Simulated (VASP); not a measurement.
# KRu3 (Fm-3m) in VASP: a series of runs, part 2 of 2

VASP 6.6.1. Earlier steps stand in the parts before.

### Step 5. Relaxation of cell and atoms, PBE

This run uses another cell than the first one, of 16.14 Å³/atom, 0.997 times its volume.

Input file INCAR:

```
PREC     = Accurate       # precision mode
ENCUT    = 600            # plane-wave cutoff, eV
EDIFF    = 1E-6           # SCF threshold, eV
ISMEAR   = 0              # smearing method
SIGMA    = 0.1            # smearing width, eV
LREAL    = False          # projectors in reciprocal space
LASPH    = True           # aspherical terms in the spheres
NELM     = 100            # most SCF steps
ALGO     = Normal         # electronic algorithm
ISIF     = 3              # what is computed and relaxed
LWAVE    = False          # write WAVECAR
LCHARG   = False          # write CHGCAR
GGA      = PE             # functional
IBRION   = 2              # ionic algorithm
NSW      = 90             # ionic steps
EDIFFG   = -0.04          # ionic threshold
```

Input file KPOINTS:

```
Automatic mesh
0
Gamma
  6 6 6
```

Input file POSCAR:

```
KRu3
1.0
    0.0000000000      3.1837130541      3.1837130541
    3.1837130541      0.0000000000      3.1837130541
    3.1837130541      3.1837130541      0.0000000000
K Ru
1 3
Direct
    0.0000000000      0.0000000000      0.0000000000
    0.7500000000      0.7500000000      0.7500000000
    0.5000000000      0.5000000000      0.5000000000
    0.2500000000      0.2500000000      0.2500000000
```

The run is started by

```bash
$ cat potpaw_PBE.64/K_sv/POTCAR potpaw_PBE.64/Ru_pv/POTCAR > POTCAR
$ mpirun -np 1 vasp_std > vasp.out
```

Wall time 42 s (1 thread of Intel Xeon 6975P-C (Granite Rapids), shared host); peak memory 0.22 GiB.

The run converged. Its results:

```
Free energy                            : -22.8957 eV
Relaxed volume                         : 16.24 Å³/atom
Relaxed cell                           : a = 4.512 Å, b = 4.512 Å, c = 4.512 Å, α = 60.00°, β = 60.00°, γ = 60.00°
Space group after relaxing (to 0.05 Å) : Fm-3m (No. 225)
Energy gained by relaxing              : 0.3 meV/atom
Ionic steps                            : 3
Pressure after relaxing                : 0.0 GPa
```

Step by step:
```csv
step,energy change (eV),largest force (eV/Å),pressure (GPa),volume (Å³)
1,0.0000,0.0000,0.95,64.54
2,0.0002,0.0000,-0.99,65.44
3,-0.0012,0.0000,0.01,64.97
```

Final structure:
```
CELL_PARAMETERS angstrom
0.00000 3.19074 3.19074
3.19074 0.00000 3.19074
3.19074 3.19074 0.00000
ATOMIC_POSITIONS crystal
K 0.00000 0.00000 0.00000
Ru 0.75000 0.75000 0.75000
Ru 0.50000 0.50000 0.50000
Ru 0.25000 0.25000 0.25000
```

Levels at points of the mesh, in eV from the Fermi level:
```csv
k point,band 22,band 23,band 24,band 25,band 26,band 27,band 28,band 29
"(0.00, 0.00, 0.00)",-2.07,-0.24,-0.24,-0.24,0.04,0.04,0.51,0.51
"(0.50, 0.00, 0.00)",-2.13,-1.66,-1.66,-1.44,-0.04,-0.04,0.74,0.74
"(0.50, 0.50, 0.00)",-1.28,-1.28,-0.41,-0.20,0.42,0.42,0.44,1.42
```

### Step 6. Single point, PBE

This run uses another cell than the first one, of 26.47 Å³/atom, 1.635 times its volume.

Input file INCAR:

```
SYSTEM = KRu3
PREC = Accurate
ENCUT = 520
EDIFF = 1E-6
ISMEAR = 0
SIGMA = 0.1
LREAL = .False.
LASPH = .True.
NELM = 100
ALGO = Normal
ISIF = 2
LWAVE = .False.
LCHARG = .False.
GGA = PE
NBANDS = 34
```

Input file KPOINTS:

```
regular mesh
0
Gamma
  4 4 4
  0 0 0
```

Input file POSCAR:

```
KRu3
1.0
    0.0000000000      3.7547799700      3.7547799700
    3.7547799700      0.0000000000      3.7547799700
    3.7547799700      3.7547799700      0.0000000000
K Ru
1 3
Direct
    0.0000000000      0.0000000000      0.0000000000
    0.7500000000      0.7500000000      0.7500000000
    0.5000000000      0.5000000000      0.5000000000
    0.2500000000      0.2500000000      0.2500000000
```

Potentials or basis: VASP PAW PBE potentials, release 64 (K_sv, Ru_pv).

The run is started by

```bash
$ cat potpaw_PBE.64/K_sv/POTCAR potpaw_PBE.64/Ru_pv/POTCAR > POTCAR
$ mpirun -np 1 vasp_std > vasp.out
```

OUTCAR:

```text
SYSTEM = KRu3
   PREC = Accurate
   ENCUT = 520
   EDIFF = 1E-6
   ISMEAR = 0
   LREAL = .False.
   LASPH = .True.
   NELM = 100
   ISIF = 2
   GGA = PE

 ion  position               nearest neighbor table
   1  0.000  0.000  0.000-   2 3.25   2 3.25   2 3.25   2 3.25   4 3.25   4 3.25   4 3.25   4 3.25

   2  0.750  0.750  0.750-   3 3.25   3 3.25   3 3.25   1 3.25   3 3.25   1 3.25   1 3.25   1 3.25

   3  0.500  0.500  0.500-   4 3.25   4 3.25   4 3.25   2 3.25   4 3.25   2 3.25   2 3.25   2 3.25

   4  0.250  0.250  0.250-   1 3.25   1 3.25   1 3.25   1 3.25   3 3.25   3 3.25   3 3.25   3 3.25

  LATTYP: Found a face centered cubic cell.
 ALAT       =     7.5095599400

  Lattice vectors:

 A1 = (   0.0000000000,   3.7547799700,   3.7547799700)
 A2 = (   3.7547799700,   0.0000000000,   3.7547799700)
 A3 = (   3.7547799700,   3.7547799700,   0.0000000000)

Analysis of symmetry for initial positions (statically):
=====================================================================
 Subroutine PRICEL returns:
 Original cell was already a primitive cell.

 Routine SETGRP: Setting up the symmetry group for a
[... 154 lines left out ...]

 E-fermi :   3.3011     XC(G=0):  -9.9042

 val. band max:        3.2937452963   @ k =  -0.2500   0.2500   0.0000
 cond. band min:       3.3043414214   @ k =   0.5000   0.0000   0.0000
 fundamental gap:      0.0105961251
 Fermi energy:         3.3010642840

 k-point     1 :       0.0000    0.0000    0.0000
  band No.  band energies     occupation
      1     -38.8594      2.00000
      2     -38.8594      2.00000
      3     -38.8594      2.00000
      4     -38.5009      2.00000
      5     -38.5009      2.00000
      6     -38.5009      2.00000
[... 285 lines left out ...]
     33       9.0471      0.00000
     34       9.0471      0.00000

------------------------ aborting loop because EDIFF is reached ----------------------------------------

  FORCE on cell =-STRESS in cart. coord.  units (eV):
  Direction    XX          YY          ZZ          XY          YZ          ZX
  --------------------------------------------------------------------------------------
  -------------------------------------------------------------------------------------
  Total      -12.9534017    -12.9534017    -12.9534017     -0.0000000      0.0000000     -0.0000000
  in kB     -196.0247650   -196.0247650   -196.0247650     -0.0000000      0.0000000     -0.0000000
  external PRESSURE =    -196.0247650 kB  Pullay stress =       0.0000000 kB

 VOLUME and BASIS-vectors are now :
 -----------------------------------------------------------------------------
  energy-cutoff  :      520.00
  volume of cell :      105.87
      direct lattice vectors                 reciprocal lattice vectors
     0.000000000  3.754779970  3.754779970    -0.133163595  0.133163595  0.133163595
     3.754779970  0.000000000  3.754779970     0.133163595 -0.133163595  0.133163595
     3.754779970  3.754779970  0.000000000     0.133163595  0.133163595 -0.133163595

 POSITION                                       TOTAL-FORCE (eV/Angst)
 -----------------------------------------------------------------------------------
      0.00000      0.00000      0.00000         0.000000     -0.000000     -0.000000
      5.63217      5.63217      5.63217         0.000000      0.000000      0.000000
      3.75478      3.75478      3.75478         0.000000     -0.000000     -0.000000
      1.87739      1.87739      1.87739        -0.000000      0.000000      0.000000
 -----------------------------------------------------------------------------------
    total drift:                               -0.000000      0.000000      0.000000

  FREE ENERGIE OF THE ION-ELECTRON SYSTEM (eV)
  ---------------------------------------------------
  free  energy   TOTEN  =       -18.7504888291 eV

  energy  without entropy=      -18.6717586839  energy(sigma->0) =      -18.71112376
```

Wall time 15 s (1 thread of Intel Xeon 6975P-C (Granite Rapids), shared host); peak memory 0.23 GiB.

What came out:

```yaml
Free_energy: -18.7505 eV
Pressure: -19.6 GPa
```

Levels at points of the mesh, in eV from the Fermi level:
| k point | band 22 | band 23 | band 24 | band 25 | band 26 | band 27 | band 28 | band 29 |
| --- | --- | --- | --- | --- | --- | --- | --- | --- |
| (0.00, 0.00, 0.00) | -1.11 | 0.03 | 0.03 | 0.03 | 0.03 | 0.03 | 0.25 | 0.25 |
| (0.50, 0.00, 0.00) | -0.93 | -0.63 | -0.63 | -0.55 | 0.00 | 0.00 | 0.32 | 0.32 |
| (0.50, 0.50, 0.00) | -0.56 | -0.56 | -0.13 | -0.07 | 0.23 | 0.30 | 0.30 | 0.75 |

Caveat: the k points lie up to 0.36 Å⁻¹ apart.

### Step 7. Summary

| task | cell | k mesh | cutoff (eV) | gap on the mesh (eV) | pressure (GPa) | relaxed volume (Å³/atom) |
| --- | --- | --- | --- | --- | --- | --- |
| single point | a = 4.507 Å, angles 60.0°, 4 atoms | 12 × 12 × 12 | 520 | none | 0.6 | - |
| relaxation of cell and atoms | relaxed from a = 4.507 Å, angles 60.0°, 4 atoms | 12 × 12 × 12 | 600 | none | 0.0 | 16.25 |
| single point | a = 4.507 Å, angles 60.0°, 4 atoms | 6 × 6 × 6 | 520 | none | 0.6 | - |
| relaxation of cell and atoms | relaxed from a = 4.502 Å, angles 60.0°, 4 atoms | 6 × 6 × 6 | 600 | none | 0.0 | 16.24 |
| single point | a = 5.310 Å, angles 60.0°, 4 atoms | 4 × 4 × 4 | 520 | none | -19.6 | - |

Alike in all rows: level PBE; potentials or basis VASP PAW PBE potentials, release 64 (K_sv, Ru_pv); no spin polarisation; smearing gaussian 0.1 eV.

Caveats: some runs use coarse meshes.

Absolute energies hang on the potentials; compare differences alone.
